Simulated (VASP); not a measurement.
A run of VASP 6.6.1:

File INCAR:

```
  PREC = Accurate
  ENCUT = 520
  EDIFF = 1E-6
  ISMEAR = -1
  SIGMA = 0.08
  LREAL = False
  LASPH = True
  NELM = 100
  ALGO = Normal
  ISIF = 2
  LWAVE = False
  LCHARG = False
  GGA = PE
  NBANDS = 7
```

KPOINTS

```
regular mesh
0
Gamma
  16 16 16
```

The input POSCAR:

```
Mg
1.0
    0.0000000000      2.1834942866      2.1834942866
    2.1834942866      0.0000000000      2.1834942866
    2.1834942866      2.1834942866      0.0000000000
Mg
1
Direct
    0.0000000000      0.0000000000      0.0000000000
```

Potentials or basis: VASP PAW PBE potentials, release 64 (Mg).

Run with:

```console
$ cat potpaw_PBE.64/Mg/POTCAR > POTCAR
$ mpirun -np 1 vasp_std > vasp.out
```

Hardware: 1 thread of Intel Xeon 8259CL, on a shared host.

Estimate the wall time of this run.

Run time: 19 s on 1 thread of Intel Xeon 8259CL, with other jobs on the host, peak memory 0.15 GiB. Counts: scf iterations 9, k points 145.
